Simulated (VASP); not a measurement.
The system is Pt.

```
CELL_PARAMETERS angstrom
0.00000 1.96090 1.96090
1.96090 0.00000 1.96090
1.96090 1.96090 0.00000
ATOMIC_POSITIONS crystal
Pt 0.00000 0.00000 0.00000
```

* Program: VASP 6.6.1
* Task: relaxation of volume and atoms at fixed shape
* Functional: LDA
* Potentials or basis: VASP PAW LDA potentials, release 64 (Pt)
* Cutoff: 600 eV
* k mesh: 19 × 19 × 19
* Occupations: gaussian, width 0.1 eV
* Spin: no spin polarisation

At the start: pressure -5.5 GPa; volume 15.08 Å³/atom.

Q: How do energy, volume and symmetry change on relaxing?

A: Over 3 steps the energy falls by 4.9 meV/atom and the volume is 14.81 Å³/atom (-1.8 %); space group Fm-3m (No. 225, to 0.1 Å) before and after.

The path:
```tsv
step	energy change (eV)	largest force (eV/Å)	pressure (GPa)	volume (Å³)
1	0.0000	0.0000	-5.49	15.08
2	0.0441	0.0000	20.38	13.98
3	-0.0049	0.0000	-0.13	14.81
```

Final structure:
```cif
data_structure
_symmetry_space_group_name_H-M 'P 1'
_symmetry_Int_Tables_number 1
_cell_length_a 2.7562
_cell_length_b 2.7562
_cell_length_c 2.7562
_cell_angle_alpha 60.000
_cell_angle_beta 60.000
_cell_angle_gamma 60.000
_cell_volume 14.81
loop_
_atom_site_label
_atom_site_type_symbol
_atom_site_fract_x
_atom_site_fract_y
_atom_site_fract_z
_atom_site_occupancy
Pt1 Pt 0.00000 0.00000 0.00000 1
```
